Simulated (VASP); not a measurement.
# RbBr (I4/mmm) in VASP: settings compared, part 2 of 2

VASP 6.6.1.

## (3) Single point, PBE (epitaxial xy strain +4.0%)

Input file INCAR:

```
PREC = Accurate
ENCUT = 520
EDIFF = 1E-6
ISMEAR = -1
SIGMA = 0.02
LREAL = F
LASPH = T
NELM = 100
ALGO = Normal
ISIF = 2
LWAVE = F
LCHARG = F
GGA = PE
NBANDS = 15
```

Input file KPOINTS:

```
Automatic mesh
0
Gamma
  6 6 6
```

Input file POSCAR:

```
RbBr
1.0
    0.0000000000      3.5992590936      3.4324692902
    3.5992590936      0.0000000000      3.4324692902
    3.5992590936      3.5992590936      0.0000000000
Rb Br
1 1
Direct
    0.0000000000      0.0000000000      0.0000000000
    0.5000000000      0.5000000000      0.5000000000
```

Potentials or basis: VASP PAW PBE potentials, release 64 (Rb_sv, Br).

The run is started by

```
$ cat potpaw_PBE.64/Rb_sv/POTCAR potpaw_PBE.64/Br/POTCAR > POTCAR
$ mpirun -np 1 vasp_std > vasp.out
```

OUTCAR:

```text
PREC = Accurate
   ENCUT = 520
   EDIFF = 1E-6
   ISMEAR = -1
   LREAL = F
   LASPH = T
   NELM = 100
   ISIF = 2
   GGA = PE

 ion  position               nearest neighbor table
   1  0.000  0.000  0.000-   2 3.43   2 3.43   2 3.60   2 3.60   2 3.60   2 3.60
   2  0.500  0.500  0.500-   1 3.43   1 3.43   1 3.60   1 3.60   1 3.60   1 3.60

  LATTYP: Found a body centered tetragonal cell.
 ALAT       =     5.0901210247
 C/A-ratio  =     1.3486788521

  Lattice vectors:
[... 617 lines left out ...]

 [... further k-points ...]

------------------------ aborting loop because EDIFF is reached ----------------------------------------

  FORCE on cell =-STRESS in cart. coord.  units (eV):
  Direction    XX          YY          ZZ          XY          YZ          ZX
  --------------------------------------------------------------------------------------
  -------------------------------------------------------------------------------------
  Total       -0.3157854     -0.3157854      0.2566203      0.0000000      0.0000000      0.0000000
  in kB       -5.6890502     -5.6890502      4.6231579      0.0000000      0.0000000      0.0000000
  external PRESSURE =      -2.2516475 kB  Pullay stress =       0.0000000 kB

 VOLUME and BASIS-vectors are now :
 -----------------------------------------------------------------------------
  energy-cutoff  :      520.00
  volume of cell :       88.93
      direct lattice vectors                 reciprocal lattice vectors
     0.000000000  3.599259094  3.432469290    -0.138917479  0.138917479  0.145667727
     3.599259094  0.000000000  3.432469290     0.138917479 -0.138917479  0.145667727
     3.599259094  3.599259094  0.000000000     0.138917479  0.138917479 -0.145667727

 POSITION                                       TOTAL-FORCE (eV/Angst)
 -----------------------------------------------------------------------------------
      0.00000      0.00000      0.00000        -0.000000      0.000000      0.000000
      3.59926      3.59926      3.43247         0.000000     -0.000000     -0.000000
 -----------------------------------------------------------------------------------
    total drift:                                0.000000     -0.000000      0.000000

  FREE ENERGIE OF THE ION-ELECTRON SYSTEM (eV)
  ---------------------------------------------------
  free  energy   TOTEN  =        -6.1046443162 eV

  energy  without entropy=       -6.1046443162  energy(sigma->0) =       -6.10464432
```

OSZICAR:

```text
N       E                     dE             d eps       ncg     rms          rms(c)
DAV:   1     0.826051243999E+02    0.82605E+02   -0.65185E+03   900   0.901E+02
DAV:   2    -0.282595355895E-01   -0.82633E+02   -0.75259E+02  1221   0.163E+02
DAV:   3    -0.615696303895E+01   -0.61287E+01   -0.60969E+01  1202   0.452E+01
DAV:   4    -0.635274758245E+01   -0.19578E+00   -0.19574E+00  1334   0.746E+00
DAV:   5    -0.635469890903E+01   -0.19513E-02   -0.19513E-02  1224   0.708E-01    0.255E+00
DAV:   6    -0.611194619524E+01    0.24275E+00   -0.29413E-01  1103   0.238E+00    0.165E+00
DAV:   7    -0.609052507528E+01    0.21421E-01   -0.13379E-01  1194   0.171E+00    0.882E-01
DAV:   8    -0.610364574698E+01   -0.13121E-01   -0.16222E-02   992   0.723E-01    0.118E-01
DAV:   9    -0.610414101143E+01   -0.49526E-03   -0.83809E-04  1237   0.145E-01    0.745E-02
DAV:  10    -0.610463423479E+01   -0.49322E-03   -0.60690E-04   928   0.137E-01    0.255E-02
DAV:  11    -0.610463699125E+01   -0.27565E-05   -0.36136E-05  1219   0.313E-02    0.948E-03
DAV:  12    -0.610464399040E+01   -0.69992E-05   -0.11059E-05   942   0.189E-02    0.132E-03
DAV:  13    -0.610464431618E+01   -0.32578E-06   -0.36249E-07   975   0.356E-03
   1 F= -.61046443E+01 E0= -.61046443E+01  d E =-.176992E-10
```

Run time: 45 s. Hardware: 1 thread of Intel Xeon Platinum 8488C (Sapphire Rapids), shared host; peak memory 0.25 GiB.

What came out:

* Free energy: -6.1046 eV
* Pressure: -0.2 GPa
* Band gap on the k mesh: 4.10 eV, direct

Stress tensor (GPa, compression positive):
```
-0.57  0.00  0.00
 0.00 -0.57  0.00
 0.00  0.00  0.46
```

Levels at points of the mesh, in eV from the valence-band top:
```csv
k point,band 6,band 7,band 8,band 9,band 10,band 11
"(0.00, 0.00, 0.00)",-0.03,-0.03,0.00,4.10,7.13,7.13
"(0.50, 0.00, 0.00)",-0.86,-0.31,-0.30,6.53,7.33,9.13
"(0.50, 0.50, 0.00)",-0.42,-0.20,-0.20,5.63,6.80,8.81
"(0.50, 0.00, 0.50)",-0.49,-0.16,-0.15,5.69,6.71,8.60
```

Caveat: the cell differs from its parent crystal (epitaxial xy strain +4.0%).

## (4) Single point, r2SCAN (epitaxial xy strain +4.0%)

POSCAR is that of step 3.

Input file INCAR.step1:

```
ALGO = Normal
EDIFF = 1E-4
ENCUT = 520
GGA = PE
ISMEAR = 0
LASPH = T
LCHARG = F
LREAL = F
LWAVE = T
NBANDS = 15
NELM = 60
PREC = Accurate
SIGMA = 0.01
```

Input file INCAR.step2:

```
ALGO = Normal
EDIFF = 1E-7
ENCUT = 520
ISIF = 2
ISMEAR = 0
ISTART = 1
LASPH = T
LCHARG = T
LELF = T
LMIXTAU = T
LREAL = F
LVHAR = T
LWAVE = F
METAGGA = R2SCAN
NBANDS = 15
NELM = 60
PREC = Accurate
SIGMA = 0.01
```

Input file KPOINTS:

```
k-points
0
Gamma
  6 6 6
```

The run is started by

```
$ cat potpaw_PBE.64/Rb_sv/POTCAR potpaw_PBE.64/Br/POTCAR > POTCAR
$ cp INCAR.step1 INCAR
$ mpirun -np 1 vasp_std > vasp.out
$ cp INCAR.step2 INCAR
$ mpirun -np 1 vasp_std > vasp.out
```

Run time: 2 min. Hardware: 1 thread of Intel Xeon Platinum 8488C (Sapphire Rapids), shared host; peak memory 0.27 GiB.

Results (log left out):

```
Free energy            : -31.1312 eV
Pressure               : -0.7 GPa
Band gap on the k mesh : 4.69 eV, direct
```

Stress tensor (GPa, compression positive):
```
-1.08  0.00  0.00
 0.00 -1.08  0.00
 0.00  0.00  0.03
```

Levels at points of the mesh, in eV from the valence-band top:
```tsv
k point	band 4	band 5	band 6	band 7	band 8	band 9	band 10	band 11	band 12	band 13
(0.00, 0.00, 0.00)	-8.93	-8.92	-0.04	-0.04	0.00	4.69	7.74	7.74	8.00	8.69
(0.50, 0.00, 0.00)	-8.93	-8.88	-0.84	-0.30	-0.29	7.01	7.89	9.87	9.93	10.35
(0.50, 0.50, 0.00)	-8.98	-8.98	-0.42	-0.21	-0.21	6.08	7.60	9.30	9.90	9.97
(0.50, 0.00, 0.50)	-8.97	-8.96	-0.49	-0.17	-0.15	6.15	7.52	9.10	9.82	9.92
```

Caveat: the cell differs from its parent crystal (epitaxial xy strain +4.0%); the PAW data sets were made with another functional, which shifts forces and pressure a little.

## (5) Overview

```csv
level,k mesh,smearing,gap on the mesh (eV),pressure (GPa)
PBE,4 × 4 × 4,gaussian 0.01 eV,4.10,-0.2
PBE,6 × 6 × 6,fermi-dirac 0.02 eV,4.10,-0.2
r2SCAN,6 × 6 × 6,gaussian 0.01 eV,4.69,-0.7
```

Alike in all rows: task single point; potentials or basis VASP PAW PBE potentials, release 64 (Rb_sv, Br); no spin polarisation; cell as given; cutoff (eV) 520.

Caveats: the PAW data sets were made with another functional, which shifts forces and pressure a little (some runs).

Absolute energies hang on the potentials; compare differences alone.
